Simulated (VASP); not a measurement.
Here is a VASP 6.6.1 calculation.

INCAR

```
PREC = Accurate ; ENCUT = 600
EDIFF = 1E-7 ; ISMEAR = 0
SIGMA = 0.1 ; LREAL = False
LASPH = True ; NELM = 60
ALGO = Normal ; ISIF = 3
LWAVE = False ; LCHARG = False
GGA = PE ; IBRION = 2
NSW = 90 ; EDIFFG = -0.04
```

The input KPOINTS:

```
regular mesh
0
Gamma
  4 4 4
```

POSCAR

```
HfSi3O8
1.0
    4.4367187100      0.0000000000      0.0000000000
    0.0000000000      4.4367187100      0.0000000000
    0.0000000000      0.0000000000      6.9969357600
Hf Si O
1 3 8
Direct
    0.5000000000      0.5000000000      0.5000000000
    0.0000000000      0.0000000000      0.0000000000
    0.5000000000      0.0000000000      0.7500000000
    0.0000000000      0.5000000000      0.2500000000
    0.3766199900      0.7500000000      0.6250000000
    0.8766199900      0.2500000000      0.1250000000
    0.7500000000      0.8766199900      0.8750000000
    0.2500000000      0.3766199900      0.3750000000
    0.6233800100      0.2500000000      0.6250000000
    0.1233800100      0.7500000000      0.1250000000
    0.2500000000      0.1233800100      0.8750000000
    0.7500000000      0.6233800100      0.3750000000
```

Potentials or basis: VASP PAW PBE potentials, release 64 (Hf_pv, Si, O).

Launch:

```sh
$ cat potpaw_PBE.64/Hf_pv/POTCAR potpaw_PBE.64/Si/POTCAR potpaw_PBE.64/O/POTCAR > POTCAR
$ mpirun -np 1 vasp_std > vasp.out
```

(1) Estimate the space group after relaxing (to 0.1 Å).

(2) Estimate the relaxed cell.

(3) Estimate the band gap on the k mesh.

(4) Predict the relaxed volume.

Answers

(1) P-4 (No. 81).

(2) a = 5.173 Å, b = 5.173 Å, c = 7.937 Å, α = 90.00°, β = 90.00°, γ = 90.00°.

(3) 5.03 eV.

(4) 17.70 Å³/atom.

Caveat: the volume moved by over 15 % at a fixed basis, so the end points are rough; spin-orbit coupling is left out, which moves the levels of the heavy elements.
